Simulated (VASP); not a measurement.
# Au (Fm-3m) in VASP: notebook

Runs on Au. Level: PBE. Tasks: single point.

Everything below comes from runs of VASP 6.6.1. Logs are shortened: lines on timing, memory, paths and dates and some standing lists are left out, and cuts for length are marked.

**1. The cell of the first run**

Symmetry: Fm-3m, No. 225, cubic system. The conventional cell has a = 4.091 Å, b = 4.091 Å, c = 4.091 Å, α = 90.00°, β = 90.00°, γ = 90.00°. Au (site symmetry m-3m) has 12 Au at 2.89 Å within 3.8 Å.

**2. Single point, PBE**

INCAR reads:

```
SYSTEM = Au
  PREC = Accurate
  ENCUT = 520
  EDIFF = 1E-7
  ISMEAR = -1
  SIGMA = 0.08
  LREAL = .FALSE.
  LASPH = .TRUE.
  NELM = 80
  ALGO = Normal
  ISIF = 2
  LWAVE = .FALSE.
  LCHARG = .FALSE.
  GGA = PE
  NBANDS = 12
```

KPOINTS reads:

```
regular mesh
0
G
  14 14 14
  0 0 0
```

POSCAR reads:

```
Au
1.0
    0.0000000000      2.0455000000      2.0455000000
    2.0455000000      0.0000000000      2.0455000000
    2.0455000000      2.0455000000      0.0000000000
Au
1
Direct
    0.0000000000      0.0000000000      0.0000000000
```

Potentials or basis: VASP PAW PBE potentials, release 64 (Au).

Launch:

```
cat potpaw_PBE.64/Au/POTCAR > POTCAR
mpirun -np 1 vasp_std > vasp.out
```

OUTCAR:

```text
SYSTEM = Au
   PREC = Accurate
   ENCUT = 520
   EDIFF = 1E-7
   ISMEAR = -1
   LREAL = .FALSE.
   LASPH = .TRUE.
   NELM = 80
   ISIF = 2
   GGA = PE

 ion  position               nearest neighbor table
   1  0.000  0.000  0.000-

  LATTYP: Found a face centered cubic cell.
 ALAT       =     4.0910000000

  Lattice vectors:

 A1 = (   0.0000000000,   2.0455000000,   2.0455000000)
 A2 = (   2.0455000000,   0.0000000000,   2.0455000000)
 A3 = (   2.0455000000,   2.0455000000,   0.0000000000)

Analysis of symmetry for initial positions (statically):
[... 33 lines left out ...]
                                     Primitive cell

  volume of cell :      17.1170

  direct lattice vectors                    reciprocal lattice vectors
     0.000000000  2.045500000  2.045500000    -0.244439012  0.244439012  0.244439012
     2.045500000  0.000000000  2.045500000     0.244439012 -0.244439012  0.244439012
     2.045500000  2.045500000  0.000000000     0.244439012  0.244439012 -0.244439012

  length of vectors
     2.892773842  2.892773842  2.892773842     0.423380789  0.423380789  0.423380789

  position of ions in fractional coordinates (direct lattice)
     0.000000000  0.000000000  0.000000000

  ion indices of the primitive-cell ions
   primitive index   ion index
                 1           1

----------------------------------------------------------------------------------------

 KPOINTS: regular mesh

Automatic generation of k-mesh.
 Grid dimensions read from file:
 generate k-points for:   14   14   14

 Generating k-lattice:

  Cartesian coordinates                     Fractional coordinates (reciprocal lattice)
    -0.017459929  0.017459929  0.017459929     0.071428571  0.000000000  0.000000000
     0.017459929 -0.017459929  0.017459929     0.000000000  0.071428571  0.000000000
     0.017459929  0.017459929 -0.017459929     0.000000000  0.000000000  0.071428571

  Length of vectors
     0.030241485  0.030241485  0.030241485

  Shift w.r.t. Gamma in fractional coordinates (k-lattice)
     0.000000000  0.000000000  0.000000000

 Subroutine IBZKPT returns following result:
 ===========================================

 Found    104 irreducible k-points:

 Following reciprocal coordinates:
            Coordinates               Weight
  0.000000  0.000000  0.000000      1.000000
  0.071429  0.000000  0.000000      8.000000
  0.142857  0.000000  0.000000      8.000000
  0.214286  0.000000  0.000000      8.000000
  0.285714  0.000000  0.000000      8.000000
  0.357143  0.000000  0.000000      8.000000
[... 16 lines left out ...]
  0.214286  0.142857  0.000000     24.000000
  0.285714  0.142857  0.000000     24.000000
 [... further k-points ...]
   k-points           NKPTS =    104   k-points in BZ     NKDIM =    104   number of bands    NBANDS=     12
   number of dos      NEDOS =    301   number of ions     NIONS =      1
   total plane-waves  NPLWV =  13824
   dimension x,y,z NGX =    24 NGY =   24 NGZ =   24
   dimension x,y,z NGXF=    48 NGYF=   48 NGZF=   48
   ions per type =               1
   NGX,Y,Z   is equivalent  to a cutoff of  13.79, 13.79, 13.79 a.u.
   NGXF,Y,Z  is equivalent  to a cutoff of  27.59, 27.59, 27.59 a.u.
 SYSTEM =  Au
   PREC   = accura    normal or accurate (medium, high low for compatibility)
   ISTART =      0    job   : 0-new  1-cont  2-samecut
   ICHARG =      2    charge: 1-file 2-atom 10-const
   ISPIN  =      1    spin polarized calculation?
   LNONCOLLINEAR =      F non collinear calculations
   LSORBIT =      F    spin-orbit coupling
   LASPH  =      T    aspherical Exc in radial PAW
   ENCUT  =  520.0 eV  38.22 Ry    6.18 a.u.   5.38  5.38  5.38*2*pi/ulx,y,z
   NELM   =     80;   NELMIN=  2; NELMDL= -5     # of ELM steps
   EDIFF  = 0.1E-06   stopping-criterion for ELM
   LREAL  =      F    real-space projection
   EDIFFG = 0.1E-05   stopping-criterion for IOM
   NSW    =      0    number of steps for IOM
   IBRION =     -1    ionic relax: 0-MD 1-quasi-New 2-CG
   NFREE  =      0    steps in history (QN), initial steepest desc. (CG)
   ISIF   =      2    stress and relaxation
   ISYM   =      2    0-nonsym 1-usesym 2-fastsym
   POTIM  = 0.5000    time-step for ionic-motion
   TEBEG  =    0.0;   TEEND  =   0.0 temperature during run
   PSTRESS=    0.0 pullay stress
   NELECT =      11.0000    total number of electrons
   NUPDOWN=      -1.0000    fix difference up-down
   EMIN   =  10.00;   EMAX   =-10.00  energy-range for DOS
   EFERMI =   0.00;   METHOD = LEGACY
   ISMEAR =    -1;   SIGMA  =   0.08  broadening in eV -4-tet -1-fermi 0-gaus
   EFERMI_NEDOS =   21; number of points for ismear=-14 and -15
   IALGO  =     38    algorithm
   IMIX   =      4    mixing-type and parameters
     AMIX     =   0.40;   BMIX     =  1.00
     AMIX_MAG =   1.60;   BMIX_MAG =  1.00
  volume/ion in A,a.u.               =      17.12       115.51
  Fermi-wavevector in a.u.,A,eV,Ry     =   1.412742  2.669696 27.155058  1.995840
  Thomas-Fermi vector in A             =   2.534459
   LORBIT       =      0    0 simple, 1 ext, 2 COOP (PROOUT), +10 PAW based schemes
   GGA     = PE    functional components
   LHFCALC =     F    Hartree Fock is set to
   AEXX    =    0.0000 exact exchange contribution
   IVDW    =     0    specifies the selected vdW correction
   LEPSILON=     F    determine dielectric tensor
   LRPA    =     F    only Hartree local field effects (RPA)
 non-spin polarized calculation
  energy-cutoff  :      520.00
  volume of cell :       17.12
 maximum number of plane-waves:       483
 NGX is ok and might be reduce to    24
   NGX = 11   NGY = 11   NGZ = 11

 number of electron      11.0000000 magnetization

 Free energy of the ion-electron system (eV)
  ---------------------------------------------------
  ext. energy  EPLUGINS =         0.00000000
  ---------------------------------------------------
  free energy    TOTEN  =        -3.20252902 eV

  energy without entropy =       -3.19581331  energy(sigma->0) =       -3.19917116

 E-fermi :   9.3624     XC(G=0): -12.6913

 val. band max:        9.2680925147   @ k =   0.5000   0.2857   0.1429
 cond. band min:       9.4201953431   @ k =   0.5000   0.3571   0.1429
 fundamental gap:      0.1521028284
 Fermi energy:         9.3623565704

 k-point     1 :       0.0000    0.0000    0.0000
  band No.  band energies     occupation
      1      -0.4086      2.00000
      2       4.7298      2.00000
      3       4.7298      2.00000
      4       4.7298      2.00000
      5       6.2330      2.00000
      6       6.2330      2.00000
      7      23.9286      0.00000
      8      27.9044      0.00000
      9      27.9044      0.00000
     10      27.9044      0.00000
     11      32.7934      0.00000
     12      37.3837      0.00000

 k-point     2 :       0.0714    0.0000    0.0000
  band No.  band energies     occupation
      1      -0.2316      2.00000
      2       4.6728      2.00000
      3       4.7900      2.00000
      4       4.7900      2.00000
      5       6.2062      2.00000
      6       6.2062      2.00000
      7      24.1326      0.00000
      8      26.8062      0.00000
      9      28.1137      0.00000
     10      28.1137      0.00000
     11      33.6011      0.00000
     12      35.6867      0.00000

 k-point     3 :       0.1429    0.0000    0.0000
  band No.  band energies     occupation
      1       0.2745      2.00000
      2       4.5477      2.00000
      3       4.9293      2.00000
      4       4.9293      2.00000
      5       6.1721      2.00000
      6       6.1721      2.00000
      7      24.2161      0.00000
      8      25.0560      0.00000
      9      28.6757      0.00000
     10      28.6757      0.00000
     11      32.2998      0.00000
     12      34.5629      0.00000

 k-point     4 :       0.2143    0.0000    0.0000
  band No.  band energies     occupation
      1       1.0076      2.00000
      2       4.5035      2.00000
      3       5.0184      2.00000
      4       5.0184      2.00000
      5       6.2662      2.00000
      6       6.2662      2.00000
      7      21.9126      0.00000
      8      25.1116      0.00000
      9      29.2804      0.00000
     10      29.2804      0.00000
     11      31.0849      0.00000
     12      32.8451      0.00000

 k-point     5 :       0.2857    0.0000    0.0000
  band No.  band energies     occupation
      1       1.7032      2.00000
      2       4.8475      2.00000
      3       4.9631      2.00000
      4       4.9631      2.00000
      5       6.5721      2.00000
      6       6.5721      2.00000
      7      19.1380      0.00000
      8      24.7172      0.00000
      9      28.9684      0.00000
     10      28.9684      0.00000
     11      31.5451      0.00000
     12      32.3863      0.00000
[... 228 lines left out ...]
      1       0.0568      2.00000
      2       4.5642      2.00000
      3       4.8746      2.00000
      4       4.9127      2.00000
      5       6.0750      2.00000
      6       6.2730      2.00000
      7      24.4198      0.00000
      8      25.8133      0.00000
      9      27.6055      0.00000
     10      28.8615      0.00000
     11      32.8913      0.00000
     12      35.2098      0.00000

 k-point    22 :       0.1429    0.1429    0.0000
  band No.  band energies     occupation
      1       0.5090      2.00000
      2       4.2826      2.00000
      3       5.1480      2.00000
      4       5.1480      2.00000
      5       5.7710      2.00000
      6       6.4335      2.00000
      7      25.0046      0.00000
      8      26.1521      0.00000
      9      26.9369      0.00000
     10      26.9369      0.00000
     11      32.6044      0.00000
     12      34.1979      0.00000

 k-point    23 :       0.2143    0.1429    0.0000
  band No.  band energies     occupation
      1       1.0786      2.00000
      2       4.0940      2.00000
      3       5.2415      2.00000
      4       5.3406      2.00000
      5       5.7617      2.00000
      6       6.5540      2.00000
      7      24.1038      0.00000
      8      25.5534      0.00000
      9      26.3272      0.00000
     10      27.5396      0.00000
     11      30.5727      0.00000
     12      33.9398      0.00000

 k-point    24 :       0.2857    0.1429    0.0000
  band No.  band energies     occupation
      1       1.8066      2.00000
      2       4.0154      2.00000
      3       5.0135      2.00000
      4       5.4147      2.00000
      5       6.2780      2.00000
      6       6.7948      2.00000
      7      21.3815      0.00000
      8      25.4962      0.00000
      9      25.7448      0.00000
     10      27.6852      0.00000
     11      30.4487      0.00000
     12      33.7857      0.00000

 [... further k-points ...]
[... 5 lines left out ...]
  --------------------------------------------------------------------------------------
  -------------------------------------------------------------------------------------
  Total        0.8036425      0.8036425      0.8036425     -0.0000000     -0.0000000      0.0000000
  in kB       75.2220271     75.2220271     75.2220271     -0.0000000     -0.0000000      0.0000000
  external PRESSURE =      75.2220271 kB  Pullay stress =       0.0000000 kB

 VOLUME and BASIS-vectors are now :
 -----------------------------------------------------------------------------
  energy-cutoff  :      520.00
  volume of cell :       17.12
      direct lattice vectors                 reciprocal lattice vectors
     0.000000000  2.045500000  2.045500000    -0.244439012  0.244439012  0.244439012
     2.045500000  0.000000000  2.045500000     0.244439012 -0.244439012  0.244439012
     2.045500000  2.045500000  0.000000000     0.244439012  0.244439012 -0.244439012

 POSITION                                       TOTAL-FORCE (eV/Angst)
 -----------------------------------------------------------------------------------
      0.00000      0.00000      0.00000         0.000000      0.000000      0.000000
 -----------------------------------------------------------------------------------
    total drift:                               -0.000000      0.000000     -0.000000

  FREE ENERGIE OF THE ION-ELECTRON SYSTEM (eV)
  ---------------------------------------------------
  free  energy   TOTEN  =        -3.2025290176 eV

  energy  without entropy=       -3.1958133103  energy(sigma->0) =       -3.19917116
```

Wall time 19 s (1 thread of Intel Xeon 8259CL, shared host); peak memory 0.15 GiB.

What came out:

- Free energy: -3.2025 eV
- Pressure: 7.5 GPa

Caveat: spin-orbit coupling is left out, which moves the levels of the heavy elements.

**3. Single point, PBE, non-collinear spin, zero start, spin-orbit coupling**

INCAR reads:

```
PREC = Accurate ; ENCUT = 520
EDIFF = 1E-7 ; ISMEAR = -1
SIGMA = 0.08 ; LREAL = False
LASPH = True ; NELM = 150
ALGO = Normal ; ISIF = 2
LWAVE = False ; LCHARG = False
MAGMOM = 0 0 0 ; LORBIT = 11
LSORBIT = True ; GGA_COMPAT = False
LORBMOM = True ; LMAXMIX = 4
GGA = PE ; NBANDS = 22
```

KPOINTS reads:

```
regular mesh
0
Gamma
  14 14 14
```

POSCAR is that of step 2.

Potentials or basis: VASP PAW PBE potentials, release 64 (Au).

Launch:

```
cat potpaw_PBE.64/Au/POTCAR > POTCAR
mpirun -np 1 vasp_ncl > vasp.out
```

Run time: 1.9 min. Hardware: 1 thread of Intel Xeon 8259CL, shared host; peak memory 0.23 GiB.

It converged, with:

```yaml
Free_energy: -3.4937 eV
Pressure: 6.4 GPa
Net_moment: 0.00 μB per cell
Valence_electrons_inside_the_program's_atomic_spheres: Au 9.65
```

Moments on the atoms (μB; x, y, z):
```
Au  0.00 0.00 0.00
```

**4. Single point, PBE (volume scaled by 0.9405)**

INCAR reads:

```
PREC = Accurate
ENCUT = 520
EDIFF = 1E-6
ISMEAR = -1
SIGMA = 0.08
LREAL = F
LASPH = T
NELM = 100
ALGO = Normal
ISIF = 2
LWAVE = F
LCHARG = F
GGA = PE
NBANDS = 12
```

KPOINTS is that of step 3.

POSCAR reads:

```
Au
1.0
    0.0000000000      2.0040985960      2.0040985960
    2.0040985960      0.0000000000      2.0040985960
    2.0040985960      2.0040985960      0.0000000000
Au
1
Direct
    0.0000000000      0.0000000000      0.0000000000
```

Launch:

```
cat potpaw_PBE.64/Au/POTCAR > POTCAR
mpirun -np 1 vasp_std > vasp.out
```

It took 18 s on 1 thread of Intel Xeon 8259CL, shared host; peak memory 0.15 GiB.

It converged, with:

| Item | Value |
| --- | --- |
| Free energy | -3.1139 eV |
| Pressure | 20.9 GPa |

Levels at points of the mesh, in eV from the Fermi level:
| k point | band 2 | band 3 | band 4 | band 5 | band 6 | band 7 | band 8 | band 9 | band 10 | band 11 |
| --- | --- | --- | --- | --- | --- | --- | --- | --- | --- | --- |
| (0.00, 0.00, 0.00) | -5.02 | -5.02 | -5.02 | -3.35 | -3.35 | 14.42 | 18.75 | 18.75 | 18.75 | 23.84 |
| (0.50, 0.00, 0.00) | -5.07 | -5.07 | -2.02 | -2.02 | -1.24 | 3.38 | 13.88 | 17.55 | 17.55 | 25.80 |
| (0.50, 0.50, 0.00) | -7.28 | -2.07 | -1.66 | -1.66 | 0.85 | 6.25 | 10.16 | 10.16 | 17.84 | 20.62 |

Caveat: spin-orbit coupling is left out, which moves the levels of the heavy elements.

[end of part 1 of 2]
